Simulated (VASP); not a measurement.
Here is a VASP 6.6.1 calculation.

INCAR

```
SYSTEM = BeAs2C
PREC = Accurate
ENCUT = 600
EDIFF = 1E-7
ISMEAR = -1
SIGMA = 0.03
LREAL = .False.
LASPH = .True.
NELM = 60
ALGO = Normal
ISIF = 3
LWAVE = .False.
LCHARG = .False.
GGA = PS
IBRION = 2
NSW = 100
EDIFFG = -0.01
```

Contents of KPOINTS:

```
regular mesh
0
Gamma
  6 6 2
  0 0 0
```

Contents of POSCAR:

```
BeAs2C
1.0
    3.2756209834      0.0000000000      0.0000000000
    0.0000000000      3.2756209834      0.0000000000
    0.0000000000      0.0000000000      9.2648552397
Be As C
2 4 2
Direct
    0.5000000000      0.0000000000      0.8750000000
    0.0000000000      0.5000000000      0.1250000000
    0.5000000000      0.5000000000      0.0000000000
    0.0000000000      0.0000000000      0.2500000000
    0.5000000000      0.5000000000      0.5000000000
    0.0000000000      0.0000000000      0.7500000000
    0.5000000000      0.0000000000      0.3750000000
    0.0000000000      0.5000000000      0.6250000000
```

Potentials or basis: VASP PAW PBE potentials, release 64 (Be, As, C).

Command:

```console
$ cat potpaw_PBE.64/Be/POTCAR potpaw_PBE.64/As/POTCAR potpaw_PBE.64/C/POTCAR > POTCAR
$ mpirun -np 1 vasp_std > vasp.out
```

(1) Predict the relaxed cell.

(2) Predict the relaxed volume.

(3) What does it give for the space group after relaxing (to 0.05 Å)?

Answers

(1) a = 3.446 Å, b = 3.446 Å, c = 9.717 Å, α = 90.00°, β = 90.00°, γ = 90.00°.

(2) 14.42 Å³/atom.

(3) P-4m2 (No. 115).

Caveat: the volume moved by over 15 % at a fixed basis, so the end points are rough; the PAW data sets were made with another functional, which shifts forces and pressure a little.
